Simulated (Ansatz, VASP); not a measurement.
**One calculation of Pd, two programs**

INCAR

```
PREC = Accurate ; ENCUT = 520
EDIFF = 1E-7 ; ISMEAR = -1
SIGMA = 0.05 ; LREAL = False
LASPH = True ; NELM = 150
ALGO = Normal ; ISIF = 2
LWAVE = False ; LCHARG = False
ISPIN = 2 ; MAGMOM = 0.6 -0.6
LORBIT = 11 ; LMAXMIX = 4
GGA = PE ; NBANDS = 21
```

KPOINTS

```
regular mesh
0
Gamma
  14 14 7
```

POSCAR

```
Pd
1.0
    2.7836650458      0.0000000000      0.0000000000
   -1.3918325229      2.4107246453      0.0000000000
    0.0000000000      0.0000000000      4.6288930000
Pd
2
Direct
    0.6666666667      0.3333333333      0.7500000000
    0.3333333333      0.6666666667      0.2500000000
```

Input for Ansatz:

```yaml
crystal:
  lattice:
    - [2.7836650458, 0.0, 0.0]
    - [-1.3918325229, 2.4107246453, 0.0]
    - [0.0, 0.0, 4.628893]
  atoms:
    - { symbol: Pd, position: [0.6666666667, 0.3333333333, 0.75], spin: 0.6 }
    - { symbol: Pd, position: [0.3333333333, 0.6666666667, 0.25], spin: -0.6 }
magnetization:
  spin_polarized: true
kpoints:
  mp_grid: { grid: [14, 14, 7] }
scf:
  occupations: { method: fermi_dirac, width: 0.05 }
  lower_state_search: "off"
hamiltonian:
  xc: pbe
  pseudopotentials: { kind: paw }
output:
  forces: true
  stress: true
  eigenvalues: true
  populations: true
  write_density: true
  write_potential: true
  elf: true
  volumetric_format: npy
```

Alike in both runs: task single point; functional PBE; k mesh 14 × 14 × 7; occupations fermi-dirac, width 0.05 eV; collinear spin.

```csv
,VASP,Ansatz
version,VASP 6.6.1,Ansatz 0.2.0
potentials or method,"VASP PAW PBE potentials, release 64 (Pd)","PAW with Ansatz's default frozen-core files, scalar-relativistic"
plane-wave cutoff (eV),520,420
valence electrons in the cell,20,36
```

```csv
,VASP,Ansatz,Ansatz less VASP
pressure (GPa),-1.7,-1.4,+0.27
"traceless stress, the component that is largest in VASP (GPa)",0.43,0.49,+0.057
net moment per atom (μB),0.00,0.00,0.000
```

With one functional, cell and mesh, what is left measures potentials, basis and numerics. VASP's potentials hold 20 valence electrons a cell and Ansatz's 36, so a difference there can come from the potentials and not from the codes. Ansatz's warnings: seeded moment not kept.
